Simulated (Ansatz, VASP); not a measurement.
# One calculation of AlCo, two programs

```xyz
6
Lattice="4.0387 0.0000 0.0000 0.0000 4.9008 0.0000 0.0000 0.0000 4.5085" Properties=species:S:1:pos:R:3 pbc="T T T"
Al    2.0193    1.2136    2.4473
Al    2.0193    3.6872    2.4473
Al    0.0000    2.4504    0.9626
Co    0.0000    0.0000    1.5720
Co    0.0000    0.0000    3.8343
Co    2.0193    2.4504    0.0078
```

Alike in both runs: functional PBE; k mesh 10 × 8 × 8; occupations gaussian, width 0.1 eV; collinear spin.

Ansatz relaxed the structure, and its values are those at the end. VASP's run is a single point on that final structure, the one shown.

|  | VASP | Ansatz |
| --- | --- | --- |
| version | VASP 6.6.1 | Ansatz 0.2.0 |
| potentials or method | VASP PAW PBE potentials, release 64 (Al, Co), cutoff 520 eV | scalar-relativistic, plane waves, PAW |
| valence electrons in the cell | 36 | 60 |

Ansatz gave:

```
gap on the k mesh at the Fermi level (eV)                     : none
pressure (GPa)                                                : 0.0
rms of the force components (eV/Å)                            : 0.000
net moment per atom (μB)                                      : 0.48
size of the moment on the site where the two differ most (μB) : 0.90
```

**Question.** What did VASP give for the same quantities?

**Answer.** gap on the k mesh at the Fermi level (eV): none; pressure (GPa): -0.1; rms of the force components (eV/Å): 0.006; net moment per atom (μB): 0.47; size of the moment on the site where the two differ most (μB): 0.88.

Site moments also hang on the region over which each program counts them. A gap of «none» marks a metal or a gap that the smearing closes. The functional is the same, so the differences come from potentials, cutoffs and numerics. VASP's potentials hold 36 valence electrons a cell and Ansatz's 60, so a difference there can come from the potentials and not from the codes.
